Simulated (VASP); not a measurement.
# La: single point with PBE

Crystal: La.

```
La
1.0
    -1.87329    1.87329    1.87329
     1.87329   -1.87329    1.87329
     1.87329    1.87329   -1.87329
La
1
Direct
  0.00000 0.00000 0.00000
```

* Program: VASP 6.6.1
* Task: single point
* Functional: PBE
* Potentials or basis: VASP PAW PBE potentials, release 64 (La)
* Cutoff: 520 eV
* k mesh: 15 × 15 × 15
* Occupations: fermi-dirac, width 0.1 eV
* Spin: no spin polarisation
* Dipole correction: no
* Further INCAR settings: ALGO = Normal; EDIFF = 1e-07; NBANDS = 12

The pressure is 15.0 GPa.

Levels at points of the mesh, in eV from the Fermi level:
| k point | band 4 | band 5 | band 6 | band 7 | band 8 | band 9 |
| --- | --- | --- | --- | --- | --- | --- |
| (0.00, 0.00, 0.00) | -14.48 | -2.30 | 1.86 | 1.86 | 1.86 | 1.87 |

Wall time 27 s on 1 thread of Intel(R) Xeon(R) Platinum 8259CL CPU @ 2.50GHz (Skylake/Cascade Lake), on a shared host, peak memory 0.18 GiB.

Caveat: spin-orbit coupling is left out, which moves the levels of the heavy elements.
